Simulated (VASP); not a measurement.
Set up this calculation in VASP 6.6.1, as the native input.

- Task: single point
- Functional: PBE
- Potentials or basis: VASP PAW PBE potentials, release 64 (Be, S)
- Cutoff: 520 eV
- k mesh: 6 × 6 × 4
- Occupations: gaussian, width 0.2 eV
- Spin: no spin polarisation
- Dipole correction: no
- Further INCAR settings: ALGO = Normal; EDIFF = 1e-07; NBANDS = 25

The structure of Be4S lies in POSCAR:

```
Be4S
1.0
    3.6453500710      0.0446679001     -0.0217553521
   -1.8204292076     -0.6948467748     -3.0661397956
    0.0165325599      9.3723508722     -1.7914997098
Be S
8 2
Direct
    0.6213881315      0.0852514356     -0.0501684092
   -0.0210515615     -0.2360569911      0.4498365263
    0.4136278689      0.2577465217      0.7443598516
    0.5245931105     -0.1720752245      0.2918106810
    0.7441098998     -0.0695023181      0.7354633837
    0.1861050126      0.1443846375      0.2443969150
    0.0753397516      0.6028522080      0.7916406996
    0.8557365664      0.4867139742      0.2354774188
    0.9673362391      0.7838364198      1.0285764517
    0.6328149811      0.1168493368      0.5286064816
```

One way to write it, as run:

INCAR

```
SYSTEM = Be4S
PREC = Accurate ; ENCUT = 520
EDIFF = 1E-7 ; ISMEAR = 0
SIGMA = 0.2 ; LREAL = .False.
LASPH = .True. ; NELM = 100
ALGO = Normal ; ISIF = 2
LWAVE = .False. ; LCHARG = .False.
GGA = PE ; NBANDS = 25
```

KPOINTS

```
regular mesh
0
Gamma
  6 6 4
  0 0 0
```

Potentials or basis: VASP PAW PBE potentials, release 64 (Be, S).

Command:

```bash
$ cat potpaw_PBE.64/Be/POTCAR potpaw_PBE.64/S/POTCAR > POTCAR
$ mpirun -np 1 vasp_std > vasp.out
```

Results of the run:

```yaml
Pressure: 0.1 GPa
Largest_force: 0.014 eV/Å
Band_gap_on_the_k_mesh: zero (band 14 reaches 7.25 eV, above the bottom of band 15 at 6.19 eV)
```

Wall time 99 s on 1 thread of Intel(R) Xeon(R) 6975P-C (Granite Rapids), on a shared host, peak memory 0.31 GiB.
